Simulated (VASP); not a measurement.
Ir, 1 atom in the cell. Symmetry: Im-3m, No. 229, cubic system. Conventional cell: a = 3.088 Å, b = 3.088 Å, c = 3.088 Å, α = 90.00°, β = 90.00°, γ = 90.00°. Ir (site symmetry m-3m) has 14 Ir at 2.67 to 3.09 Å within 3.5 Å. This isn't the form of Ir at room conditions, which is fcc.

```yaml
Program: VASP 6.6.1
Task: single point
Functional: r2SCAN
Potentials_or_basis: VASP PAW PBE potentials, release 64 (Ir_sv_GW)
Cutoff: 620 eV
k_mesh: 14 × 14 × 14
Occupations: fermi-dirac, width 0.1 eV
Spin: no spin polarisation
Dipole_correction: no
Further_INCAR_settings: ALGO = Normal; EDIFF = 1e-06; NBANDS = 14
```

Potentials or basis: VASP PAW PBE potentials, release 64 (Ir_sv_GW).

Launch:

```console
$ cat potpaw_PBE.64/Ir_sv_GW/POTCAR > POTCAR
$ cp INCAR.step1 INCAR
$ mpirun -np 1 vasp_std > vasp.out
$ cp INCAR.step2 INCAR
$ mpirun -np 1 vasp_std > vasp.out
```

Hardware: 1 thread of Intel(R) Xeon(R) Platinum 8488C (Sapphire Rapids), with other jobs on the host.

Q: Estimate the wall time of this run.

A: Run time: 88 s on 1 thread of Intel(R) Xeon(R) Platinum 8488C (Sapphire Rapids) (shared host), peak memory 0.17 GiB. Counts: k points 104.
